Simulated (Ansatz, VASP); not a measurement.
# RbBr: VASP beside Ansatz

```xyz
2
Lattice="0.0000 3.8695 3.8695 3.8695 0.0000 3.8695 3.8695 3.8695 0.0000" Properties=species:S:1:pos:R:3 pbc="T T T"
Rb    0.0000    0.0000    0.0000
Br    1.9347    1.9347    1.9347
```

Alike in both runs: task single point; functional PBE-based screened hybrid; k mesh 4 × 4 × 4; no spin polarisation.

|  | VASP | Ansatz |
| --- | --- | --- |
| version | VASP 6.6.1 | Ansatz 0.2.0 |
| potentials or method | VASP PAW PBE potentials, release 64 (Rb_sv, Br) | plane waves |
| plane-wave cutoff (eV) | 520 | 420 |
| occupations | gaussian, width 0.01 eV | fixed |
| valence electrons in the cell | 16 | 16 |

```tsv
	VASP	Ansatz	Ansatz less VASP
gap on the k mesh at the Fermi level (eV)	4.29	4.29	-0.001
pressure (GPa)	0.1	0.1	-0.01
```

VASP's potentials were made for PBE, not for PBE-based screened hybrid. Ansatz's warnings: stress exchange threshold loose, stress scf threshold loose.
